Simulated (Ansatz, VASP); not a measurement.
HPbNO4: VASP beside Ansatz

File INCAR:

```
SYSTEM = HPbNO4
PREC = Accurate
ENCUT = 520
EDIFF = 1E-7
ISMEAR = -1
SIGMA = 0.05
LREAL = .FALSE.
LASPH = .TRUE.
NELM = 100
ALGO = Normal
ISIF = 2
LWAVE = .FALSE.
LCHARG = .FALSE.
GGA = RP
NBANDS = 31
```

File KPOINTS:

```
Automatic mesh
0
G
  7 6 5
  0 0 0
```

POSCAR

```
HPbNO4
1.0
    3.8570700000      0.0017800000     -0.0365800000
    0.1735300000      4.3343600000     -0.0164700000
    0.7580300000      0.8387300000      5.8766200000
H Pb N O
1 1 1 4
Direct
    0.6151100000      0.8955900000      0.1984400000
    0.6459700000      0.4465100000      0.9168500000
    0.7147400000      0.2381000000      0.5005800000
    0.1695800000      0.4700700000      0.7776800000
    0.6291900000      0.9704500000      0.4984500000
    0.5642400000      0.9258300000      0.0384900000
    0.7802200000      0.4225000000      0.3195100000
```

Contents of input.yaml:

```yaml
crystal:
  lattice:
    - [3.85707, 0.00178, -0.03658]
    - [0.17353, 4.33436, -0.01647]
    - [0.75803, 0.83873, 5.87662]
  atoms:
    - { symbol: H, position: [0.61511, 0.89559, 0.19844] }
    - { symbol: Pb, position: [0.64597, 0.44651, 0.91685] }
    - { symbol: "N", position: [0.71474, 0.2381, 0.50058] }
    - { symbol: O, position: [0.16958, 0.47007, 0.77768] }
    - { symbol: O, position: [0.62919, 0.97045, 0.49845] }
    - { symbol: O, position: [0.56424, 0.92583, 0.03849] }
    - { symbol: O, position: [0.78022, 0.4225, 0.31951] }
hamiltonian:
  xc: rpbe
  pseudopotentials: { kind: paw }
kpoints:
  mp_grid: { grid: [7, 6, 5] }
  band_path:
    path:
      - [[0.5, 0.0, 0.0], [0.0, 0.0, 0.0], [0.0, 0.5, 0.0]]
      - [[0.5, 0.5, 0.0], [0.0, 0.0, 0.0], [0.0, 0.0, 0.5]]
      - [[0.5, 0.0, 0.5], [0.0, 0.0, 0.0], [0.0, 0.5, 0.5]]
      - [[0.5, 0.5, 0.5], [0.0, 0.0, 0.0]]
    npoints: 10
scf:
  occupations: { method: fermi_dirac, width: 0.05 }
  n_extra_bands: 17
output:
  forces: true
  stress: true
  eigenvalues: true
  fatbands: false
  write_density: true
  write_potential: true
  elf: true
  volumetric_format: npy
```

Alike in both runs: functional RPBE; k mesh 7 × 6 × 5; occupations fermi-dirac, width 0.05 eV; no spin polarisation.

```csv
,VASP,Ansatz
version,VASP 6.6.1,Ansatz 0.2.0
potentials or method,"VASP PAW PBE potentials, release 64 (H, Pb_d, N, O)",Ansatz PAW
plane-wave cutoff (eV),520,420
valence electrons in the cell,44,44
task,single point,band structure
```

```tsv
	VASP	Ansatz	Ansatz less VASP
gap on the k mesh at the Fermi level (eV)	0.36	0.36	-0.005
least direct gap on the mesh (eV)	0.59	0.59	0.000
pressure (GPa)	3.4	2.8	-0.59
traceless stress, the component that is largest in VASP (GPa)	1.21	0.62	-0.595
rms of the force components (eV/Å)	0.300	0.118	-0.1821
```

VASP's potentials were made for PBE, not for RPBE. Atom by atom the forces differ by 0.195 eV/Å (rms over components). One of these differences is far larger than is usual between the two programs; its cause wasn't traced.

Neither program's run includes spin-orbit coupling. Noted on VASP's run: the standard files for N, O and F lose accuracy on very short bonds. Noted on Ansatz's run: the k mesh misses the band edges, so the gap on the mesh is wider than the one along the path.
